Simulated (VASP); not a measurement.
BN:

```
N B
1.0
     0.00000    1.81300    1.81300
     1.81300    0.00000    1.81300
     1.81300    1.81300    0.00000
N B
1 1
Direct
  0.23005 0.23927 0.27640
  0.01265 0.97547 0.01824
```

This cell differs from its parent crystal: atoms moved at random.

| Property | Result |
| --- | --- |
| Program | VASP 6.6.1 |
| Task | relaxation of the atoms |
| Functional | revPBE |
| Dispersion | D3(BJ) |
| Potentials or basis | VASP PAW PBE potentials, release 64 (N, B) |
| Cutoff | 520 eV |
| k mesh | 10 × 10 × 10 |
| Occupations | fermi-dirac, width 0.1 eV |
| Spin | collinear spin, zero start |
| Starting moments | [0.0, 0.0] μB |

At the start: pressure -6.0 GPa; volume 5.96 Å³/atom.

**Question.** How do energy, volume and symmetry change on relaxing?

**Answer.** Over 5 steps the energy falls by 25.3 meV/atom; space group R3m (No. 160, to 0.1 Å) before, F-43m (No. 216, to 0.1 Å); moment 0.00 μB per cell.

The path:
```csv
step,energy change (eV),largest force (eV/Å),pressure (GPa)
1,0.0000,1.3923,-6.00
2,0.0059,1.7896,-5.84
3,-0.0505,0.0616,-7.19
4,-0.0505,0.0667,-7.19
5,-0.0506,0.0029,-7.19
```

Final structure:
```cif
data_structure
_symmetry_space_group_name_H-M 'P 1'
_symmetry_Int_Tables_number 1
_cell_length_a 2.5640
_cell_length_b 2.5640
_cell_length_c 2.5640
_cell_angle_alpha 60.000
_cell_angle_beta 60.000
_cell_angle_gamma 60.000
_cell_volume 11.92
loop_
_atom_site_label
_atom_site_type_symbol
_atom_site_fract_x
_atom_site_fract_y
_atom_site_fract_z
_atom_site_occupancy
N1 N 0.24638 0.23235 0.27231 1
B1 B 0.99632 0.98238 0.02233 1
```

Caveat: the cell differs from its parent crystal (atoms moved at random); the PAW data sets were made with another functional, which shifts forces and pressure a little.
